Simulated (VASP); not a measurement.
Rh: single point with PBE

The system is Rh.

```
CELL_PARAMETERS angstrom
0.00000 2.25293 1.53132
2.25293 0.00000 1.53132
2.25293 2.25293 0.00000
ATOMIC_POSITIONS crystal
Rh 0.00000 0.00000 0.00000
```

This cell differs from its parent crystal: volume 15.545 Å^3 an atom, c/a of the conventional cell 0.6797.

| Property | Result |
| --- | --- |
| Program | VASP 6.6.1 |
| Task | single point |
| Functional | PBE |
| Potentials or basis | VASP PAW PBE potentials, release 64 (Rh_pv) |
| Cutoff | 520 eV |
| k mesh | 22 × 22 × 22 |
| Occupations | gaussian, width 0.15 eV |
| Spin | no spin polarisation |
| Dipole correction | no |
| Further INCAR settings | ALGO = Fast; EDIFF = 1e-06; NBANDS = 14 |

The pressure is -14.0 GPa.

Stress tensor (GPa, compression positive):
```
-11.23   0.00   0.00
  0.00 -11.23   0.00
  0.00   0.00 -19.56
```

Levels at points of the mesh, in eV from the Fermi level:
| k point | band 5 | band 6 | band 7 | band 8 | band 9 | band 10 |
| --- | --- | --- | --- | --- | --- | --- |
| (0.00, 0.00, 0.00) | -2.63 | -2.36 | -2.36 | -0.60 | -0.16 | 18.04 |
| (0.50, 0.00, 0.00) | -3.84 | -0.38 | 0.01 | 1.36 | 1.50 | 8.43 |
| (0.50, 0.50, 0.00) | -4.91 | 0.88 | 0.88 | 1.01 | 8.60 | 8.60 |
| (0.50, 0.00, 0.50) | -3.53 | -0.70 | -0.16 | 1.24 | 1.29 | 8.02 |

Run time: 83 s on 1 thread of Intel(R) Xeon(R) Platinum 8488C (Sapphire Rapids) (shared host), peak memory 0.26 GiB.
